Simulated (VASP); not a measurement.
# TaIn4 (P4/mcc) in VASP: single point with PBE

Aim: the single point of TaIn4 with PBE.

All numbers are computed with VASP 6.6.1; they aren't measurements. Logs are shortened: lines on timing, memory, paths and dates and some standing lists are left out, and cuts for length are marked.

### Step 1. The cell of the first run

It takes space group P4/mcc (No. 124, tetragonal). Conventional cell: a = 6.680 Å, b = 6.680 Å, c = 5.620 Å, α = 90.00°, β = 90.00°, γ = 90.00°. Within 3.7 Å of Ta (site symmetry 422) lie 2 Ta at 2.81 Å and 8 In at 3.02 Å. Within 4.0 Å of In (site symmetry m) lie 2 Ta at 3.02 Å and 11 In at 3.06 to 4.00 Å.

The cell was generated, and may not be a known phase.

### Step 2. Single point, PBE

INCAR

```
SYSTEM = TaIn4
PREC = Accurate
ENCUT = 520
EDIFF = 1E-6
ISMEAR = 0
SIGMA = 0.1
LREAL = .FALSE.
LASPH = .TRUE.
NELM = 100
ALGO = Fast
ISIF = 2
LWAVE = .FALSE.
LCHARG = .FALSE.
GGA = PE
NBANDS = 74
```

KPOINTS

```
regular mesh
0
G
  6 6 6
  0 0 0
```

POSCAR

```
TaIn4
1.0
    6.6797825305      0.0000000000      0.0000000000
    0.0000000000      6.6797825305      0.0000000000
    0.0000000000      0.0000000000      5.6196683727
Ta In
2 8
Direct
    0.0000000000      0.0000000000      0.2500000000
    0.0000000000      0.0000000000      0.7500000000
    0.3399381108      0.7872612304      0.5000000000
    0.2127387696      0.6600618892      0.0000000000
    0.7872612304      0.3399381108      0.0000000000
    0.3399381108      0.2127387696      0.0000000000
    0.7872612304      0.6600618892      0.5000000000
    0.6600618892      0.2127387696      0.5000000000
    0.2127387696      0.3399381108      0.5000000000
    0.6600618892      0.7872612304      0.0000000000
```

Potentials or basis: VASP PAW PBE potentials, release 64 (Ta_pv, In_d).

Command:

```bash
$ cat potpaw_PBE.64/Ta_pv/POTCAR potpaw_PBE.64/In_d/POTCAR > POTCAR
$ mpirun -np 1 vasp_std > vasp.out
```

OUTCAR:

```text
SYSTEM = TaIn4
   PREC = Accurate
   ENCUT = 520
   EDIFF = 1E-6
   ISMEAR = 0
   LREAL = .FALSE.
   LASPH = .TRUE.
   NELM = 100
   ISIF = 2
   GGA = PE

 ion  position               nearest neighbor table
   1  0.000  0.000  0.250-   2 2.81   2 2.81   4 3.02   5 3.02   6 3.02   7 3.02   8 3.02   9 3.02
                            10 3.02   3 3.02
   2  0.000  0.000  0.750-   1 2.81   1 2.81   4 3.02   5 3.02   6 3.02   7 3.02   8 3.02   9 3.02
                            10 3.02   3 3.02
   3  0.340  0.787  0.500-   1 3.02   2 3.02   4 3.06   4 3.06   9 3.11   7 3.11  10 3.53  10 3.53
                             8 3.56   9 3.79   7 3.79   6 4.00   6 4.00
   4  0.213  0.660  0.000-   1 3.02   2 3.02   3 3.06   3 3.06  10 3.11   6 3.11   9 3.53   9 3.53
                             5 3.56   6 3.79  10 3.79   7 4.00   7 4.00
   5  0.787  0.340  0.000-   1 3.02   2 3.02   8 3.06   8 3.06  10 3.11   6 3.11   7 3.53   7 3.53
                             4 3.56   6 3.79  10 3.79   9 4.00   9 4.00
   6  0.340  0.213  0.000-   1 3.02   2 3.02   9 3.06   9 3.06   4 3.11   5 3.11   8 3.53   8 3.53
                            10 3.56   4 3.79   5 3.79   3 4.00   3 4.00
   7  0.787  0.660  0.500-   1 3.02   2 3.02  10 3.06  10 3.06   3 3.11   8 3.11   5 3.53   5 3.53
                             9 3.56   8 3.79   3 3.79   4 4.00   4 4.00
   8  0.660  0.213  0.500-   1 3.02   2 3.02   5 3.06   5 3.06   9 3.11   7 3.11   6 3.53   6 3.53
                             3 3.56   9 3.79   7 3.79  10 4.00  10 4.00
   9  0.213  0.340  0.500-   1 3.02   2 3.02   6 3.06   6 3.06   8 3.11   3 3.11   4 3.53   4 3.53
                             7 3.56   3 3.79   8 3.79   5 4.00   5 4.00
  10  0.660  0.787  0.000-   1 3.02   2 3.02   7 3.06   7 3.06   4 3.11   5 3.11   3 3.53   3 3.53
                             6 3.56   5 3.79   4 3.79   8 4.00   8 4.00

  LATTYP: Found a simple tetragonal cell.
 ALAT       =     6.6797825305
 C/A-ratio  =     0.8412951091

  Lattice vectors:

 A1 = (   6.6797825305,   0.0000000000,   0.0000000000)
 A2 = (   0.0000000000,   6.6797825305,   0.0000000000)
 A3 = (   0.0000000000,   0.0000000000,   5.6196683727)

Analysis of symmetry for initial positions (statically):
=====================================================================
 Subroutine PRICEL returns:
 Original cell was already a primitive cell.

 Routine SETGRP: Setting up the symmetry group for a
 simple tetragonal supercell.

 Subroutine GETGRP returns: Found 16 space group operations
 (whereof  8 operations were pure point group operations)
 out of a pool of 16 trial point group operations.

The static configuration has the point symmetry C_4h.
 The point group associated with its full space group is D_4h.

Analysis of symmetry for dynamics (positions and initial velocities):
=====================================================================
 Subroutine PRICEL returns:
 Original cell was already a primitive cell.

 Routine SETGRP: Setting up the symmetry group for a
 simple tetragonal supercell.

 Subroutine GETGRP returns: Found 16 space group operations
 (whereof  8 operations were pure point group operations)
 out of a pool of 16 trial point group operations.

The dynamic configuration has the point symmetry C_4h.
 The point group associated with its full space group is D_4h.

 Subroutine INISYM returns: Found 16 space group operations
 (whereof  8 operations are pure point group operations),
 and found     1 'primitive' translations

----------------------------------------------------------------------------------------

                                     Primitive cell

  volume of cell :     250.7468

  direct lattice vectors                    reciprocal lattice vectors
     6.679782530  0.000000000  0.000000000     0.149705473  0.000000000  0.000000000
     0.000000000  6.679782530  0.000000000     0.000000000  0.149705473  0.000000000
     0.000000000  0.000000000  5.619668373     0.000000000  0.000000000  0.177946443

  length of vectors
     6.679782530  6.679782530  5.619668373     0.149705473  0.149705473  0.177946443

  position of ions in fractional coordinates (direct lattice)
     0.000000000  0.000000000  0.250000000
     0.000000000  0.000000000  0.750000000
     0.339938111  0.787261230  0.500000000
     0.212738770  0.660061889  0.000000000
     0.787261230  0.339938111  0.000000000
     0.339938111  0.212738770  0.000000000
     0.787261230  0.660061889  0.500000000
     0.660061889  0.212738770  0.500000000
     0.212738770  0.339938111  0.500000000
     0.660061889  0.787261230  0.000000000

  ion indices of the primitive-cell ions
   primitive index   ion index
                 1           1
                 2           2
                 3           3
                 4           4
                 5           5
                 6           6
                 7           7
                 8           8
                 9           9
                10          10

----------------------------------------------------------------------------------------

 KPOINTS: regular mesh

Automatic generation of k-mesh.
 Grid dimensions read from file:
 generate k-points for:    6    6    6

 Generating k-lattice:

  Cartesian coordinates                     Fractional coordinates (reciprocal lattice)
     0.024950912  0.000000000  0.000000000     0.166666667  0.000000000  0.000000000
     0.000000000  0.024950912  0.000000000     0.000000000  0.166666667  0.000000000
     0.000000000  0.000000000  0.029657741     0.000000000  0.000000000  0.166666667

  Length of vectors
     0.024950912  0.024950912  0.029657741

  Shift w.r.t. Gamma in fractional coordinates (k-lattice)
     0.000000000  0.000000000  0.000000000

 Subroutine IBZKPT returns following result:
 ===========================================

 Found     40 irreducible k-points:

 Following reciprocal coordinates:
            Coordinates               Weight
  0.000000  0.000000  0.000000      1.000000
  0.166667  0.000000  0.000000      4.000000
  0.333333  0.000000  0.000000      4.000000
  0.500000  0.000000  0.000000      2.000000
  0.166667  0.166667  0.000000      4.000000
  0.333333  0.166667  0.000000      8.000000
[... 16 lines left out ...]
  0.333333  0.000000  0.333333      8.000000
  0.500000  0.000000  0.333333      4.000000
 [... further k-points ...]
   k-points           NKPTS =     40   k-points in BZ     NKDIM =     40   number of bands    NBANDS=     74
   number of dos      NEDOS =    301   number of ions     NIONS =     10
   total plane-waves  NPLWV = 105000
   dimension x,y,z NGX =    50 NGY =   50 NGZ =   42
   dimension x,y,z NGXF=   100 NGYF=  100 NGZF=   84
   ions per type =               2   8
   NGX,Y,Z   is equivalent  to a cutoff of  12.44, 12.44, 12.42 a.u.
   NGXF,Y,Z  is equivalent  to a cutoff of  24.89, 24.89, 24.85 a.u.
 SYSTEM =  TaIn4
   PREC   = accura    normal or accurate (medium, high low for compatibility)
   ISTART =      0    job   : 0-new  1-cont  2-samecut
   ICHARG =      2    charge: 1-file 2-atom 10-const
   ISPIN  =      1    spin polarized calculation?
   LNONCOLLINEAR =      F non collinear calculations
   LSORBIT =      F    spin-orbit coupling
   LASPH  =      T    aspherical Exc in radial PAW
   ENCUT  =  520.0 eV  38.22 Ry    6.18 a.u.  12.42 12.42 10.45*2*pi/ulx,y,z
   NELM   =    100;   NELMIN=  2; NELMDL= -5     # of ELM steps
   EDIFF  = 0.1E-05   stopping-criterion for ELM
   LREAL  =      F    real-space projection
   EDIFFG = 0.1E-04   stopping-criterion for IOM
   NSW    =      0    number of steps for IOM
   IBRION =     -1    ionic relax: 0-MD 1-quasi-New 2-CG
   NFREE  =      0    steps in history (QN), initial steepest desc. (CG)
   ISIF   =      2    stress and relaxation
   ISYM   =      2    0-nonsym 1-usesym 2-fastsym
   POTIM  = 0.5000    time-step for ionic-motion
   TEBEG  =    0.0;   TEEND  =   0.0 temperature during run
   PSTRESS=    0.0 pullay stress
   NELECT =     126.0000    total number of electrons
   NUPDOWN=      -1.0000    fix difference up-down
   EMIN   =  10.00;   EMAX   =-10.00  energy-range for DOS
   EFERMI =   0.00;   METHOD = LEGACY
   ISMEAR =     0;   SIGMA  =   0.10  broadening in eV -4-tet -1-fermi 0-gaus
   EFERMI_NEDOS =   21; number of points for ismear=-14 and -15
   IALGO  =     68    algorithm
   IMIX   =      4    mixing-type and parameters
     AMIX     =   0.40;   BMIX     =  1.00
     AMIX_MAG =   1.60;   BMIX_MAG =  1.00
  volume/ion in A,a.u.               =      25.07       169.21
  Fermi-wavevector in a.u.,A,eV,Ry     =   1.301527  2.459530 23.047901  1.693973
  Thomas-Fermi vector in A             =   2.432655
   LORBIT       =      0    0 simple, 1 ext, 2 COOP (PROOUT), +10 PAW based schemes
   GGA     = PE    functional components
   LHFCALC =     F    Hartree Fock is set to
   AEXX    =    0.0000 exact exchange contribution
   IVDW    =     0    specifies the selected vdW correction
   LEPSILON=     F    determine dielectric tensor
   LRPA    =     F    only Hartree local field effects (RPA)
 non-spin polarized calculation
 RMM-DIIS sequential band-by-band and
 Gauss-broadening in eV      SIGMA  =   0.10
  energy-cutoff  :      520.00
  volume of cell :      250.75
 maximum number of plane-waves:      6796
 NGX is ok and might be reduce to    50
   NGX = 25   NGY = 25   NGZ = 21

 number of electron     126.0000038 magnetization

 Free energy of the ion-electron system (eV)
  ---------------------------------------------------
  ext. energy  EPLUGINS =         0.00000000
  ---------------------------------------------------
  free energy    TOTEN  =       -41.51868078 eV

  energy without entropy =      -41.48558775  energy(sigma->0) =      -41.50213426

 E-fermi :   6.8836     XC(G=0): -10.4757

 val. band max:        6.8541842053   @ k =   0.5000   0.5000   0.3333
 cond. band min:       6.8905990161   @ k =   0.5000   0.1667   0.3333
 fundamental gap:      0.0364148108
 Fermi energy:         6.8835796357

 k-point     1 :       0.0000    0.0000    0.0000
  band No.  band energies     occupation
      1     -27.9876      2.00000
      2     -27.8560      2.00000
      3     -27.8560      2.00000
      4     -27.7515      2.00000
      5     -27.7515      2.00000
      6     -27.0824      2.00000
[... 66 lines left out ...]
     73      10.1515      0.00000
     74      10.4764      0.00000

 k-point     2 :       0.1667    0.0000    0.0000
  band No.  band energies     occupation
      1     -27.9876      2.00000
      2     -27.8560      2.00000
      3     -27.8560      2.00000
      4     -27.7515      2.00000
      5     -27.7515      2.00000
      6     -27.0824      2.00000
[... 66 lines left out ...]
     73      10.1631      0.00000
     74      10.6098      0.00000

 k-point     3 :       0.3333    0.0000    0.0000
  band No.  band energies     occupation
      1     -27.9876      2.00000
      2     -27.8560      2.00000
      3     -27.8560      2.00000
      4     -27.7515      2.00000
      5     -27.7515      2.00000
      6     -27.0824      2.00000
[... 1606 lines left out ...]
     73      10.1370      0.00000
     74      10.8362      0.00000

 k-point    24 :       0.5000    0.0000    0.3333
  band No.  band energies     occupation
      1     -27.8301      2.00000
      2     -27.8301      2.00000
      3     -27.7779      2.00000
      4     -27.7778      2.00000
      5     -27.7718      2.00000
      6     -27.3197      2.00000
[... 66 lines left out ...]
     73      10.1867      0.00000
     74      10.5247      0.00000

 [... further k-points ...]

------------------------ aborting loop because EDIFF is reached ----------------------------------------

  FORCE on cell =-STRESS in cart. coord.  units (eV):
  Direction    XX          YY          ZZ          XY          YZ          ZX
  --------------------------------------------------------------------------------------
  -------------------------------------------------------------------------------------
  Total       -0.5434209     -0.5434209     -0.6062451      0.0000000      0.0000000     -0.0000000
  in kB       -3.4722549     -3.4722549     -3.8736780      0.0000000      0.0000000     -0.0000000
  external PRESSURE =      -3.6060626 kB  Pullay stress =       0.0000000 kB

 VOLUME and BASIS-vectors are now :
 -----------------------------------------------------------------------------
  energy-cutoff  :      520.00
  volume of cell :      250.75
      direct lattice vectors                 reciprocal lattice vectors
     6.679782530  0.000000000  0.000000000     0.149705473  0.000000000  0.000000000
     0.000000000  6.679782530  0.000000000     0.000000000  0.149705473  0.000000000
     0.000000000  0.000000000  5.619668373     0.000000000  0.000000000  0.177946443

 POSITION                                       TOTAL-FORCE (eV/Angst)
 -----------------------------------------------------------------------------------
      0.00000      0.00000      1.40492         0.000000     -0.000000     -0.000000
      0.00000      0.00000      4.21475         0.000000     -0.000000     -0.000000
      2.27071      5.25873      2.80983        -0.012394      0.006370      0.000000
      1.42105      4.40907      0.00000        -0.006370      0.012394      0.000000
      5.25873      2.27071      0.00000         0.006370     -0.012394     -0.000000
      2.27071      1.42105      0.00000        -0.012394     -0.006370      0.000000
      5.25873      4.40907      2.80983         0.006370      0.012394      0.000000
      4.40907      1.42105      2.80983         0.012394     -0.006370     -0.000000
      1.42105      2.27071      2.80983        -0.006370     -0.012394      0.000000
      4.40907      5.25873      0.00000         0.012394      0.006370     -0.000000
 -----------------------------------------------------------------------------------
    total drift:                                0.000000     -0.000000      0.000000

  FREE ENERGIE OF THE ION-ELECTRON SYSTEM (eV)
  ---------------------------------------------------
  free  energy   TOTEN  =       -41.5186807753 eV

  energy  without entropy=      -41.4855877491  energy(sigma->0) =      -41.50213426
```

Run time: 11 min. Hardware: 1 thread of AMD EPYC 9R45 (Zen 5), shared host; peak memory 0.64 GiB.

Results:

```yaml
Free_energy: -41.5187 eV
Pressure: -0.4 GPa
Largest_force: 0.014 eV/Å
Band_gap_on_the_k_mesh: zero (bands 63 and 64 overlap by 0.71 eV)
```

Forces in eV/Å, atoms in the order of the input:
```
Ta   0.000  0.000  0.000
Ta   0.000  0.000  0.000
In  -0.012  0.006  0.000
In  -0.006  0.012  0.000
In   0.006 -0.012  0.000
In  -0.012 -0.006  0.000
In   0.006  0.012  0.000
In   0.012 -0.006  0.000
In  -0.006 -0.012  0.000
In   0.012  0.006  0.000
```

Caveat: spin-orbit coupling is left out, which moves the levels of the heavy elements.

The gap in the log of VASP goes by the Fermi energy; the results here count the filled bands.